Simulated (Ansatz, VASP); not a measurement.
One calculation of NaF, two programs

File INCAR:

```
PREC     = Accurate       # precision mode
ENCUT    = 520            # plane-wave cutoff, eV
EDIFF    = 1E-7           # SCF threshold, eV
ISMEAR   = 0              # smearing method
SIGMA    = 0.05           # smearing width, eV
LREAL    = False          # projectors in reciprocal space
LASPH    = True           # aspherical terms in the spheres
NELM     = 100            # most SCF steps
ALGO     = Normal         # electronic algorithm
ISIF     = 2              # what is computed and relaxed
LWAVE    = False          # write WAVECAR
LCHARG   = True           # write CHGCAR
GGA      = PS             # functional
LELF     = True           # ELF
LVHAR    = True         
NBANDS   = 14             # bands
```

File KPOINTS:

```
Automatic mesh
0
Gamma
  8 8 8
```

The input POSCAR:

```
NaF
1.0
    0.0000000000      2.3233000000      2.3233000000
    2.3233000000      0.0000000000      2.3233000000
    2.3233000000      2.3233000000      0.0000000000
Na F
1 1
Direct
    0.0186378299      0.0186378299      0.0186378299
    0.5000000000      0.5000000000      0.5000000000
```

Input for Ansatz:

```yaml
crystal:
  lattice:
    - [0.0, 2.3233, 2.3233]
    - [2.3233, 0.0, 2.3233]
    - [2.3233, 2.3233, 0.0]
  atoms:
    - { symbol: Na, position: [0.0186378299, 0.0186378299, 0.0186378299] }
    - { symbol: F, position: [0.5, 0.5, 0.5] }
basis:
  ecutwfc: 420
kpoints:
  mp_grid: { grid: [8, 8, 8] }
hamiltonian:
  xc: pbesol
scf:
  occupations: { method: gaussian, width: 0.05 }
output:
  forces: true
  stress: true
  eigenvalues: true
```

Change from the starting cell: all Na atoms moved +0.150 Å, as atom 1 along Cartesian [1 1 1].

Alike in both runs: task single point; functional PBEsol; k mesh 8 × 8 × 8; occupations gaussian, width 0.05 eV; no spin polarisation.

```csv
,VASP,Ansatz
version,VASP 6.6.1,Ansatz 0.2.0
potentials or method,"VASP PAW PBE potentials, release 64 (Na_pv, F), cutoff 520 eV","scalar-relativistic, plane waves, PAW"
valence electrons in the cell,14,16
```

VASP gave:

```
gap on the k mesh at the Fermi level (eV)                     : 6.12
least direct gap on the mesh (eV)                             : 6.12
pressure (GPa)                                                : 0.1
traceless stress, the component that is largest in VASP (GPa) : -0.18
rms of the force components (eV/Å)                            : 0.187
```

Question: Estimate Ansatz's values.

Answer: gap on the k mesh at the Fermi level (eV): 6.14; least direct gap on the mesh (eV): 6.14; pressure (GPa): 0.1; traceless stress, the component that is largest in VASP (GPa): -0.17; rms of the force components (eV/Å): 0.179.

VASP's potentials were made for PBE, not for PBEsol. Atom by atom the forces differ by 0.008 eV/Å (rms over components). VASP's potentials hold 14 valence electrons a cell and Ansatz's 16, so a difference there can come from the potentials and not from the codes.
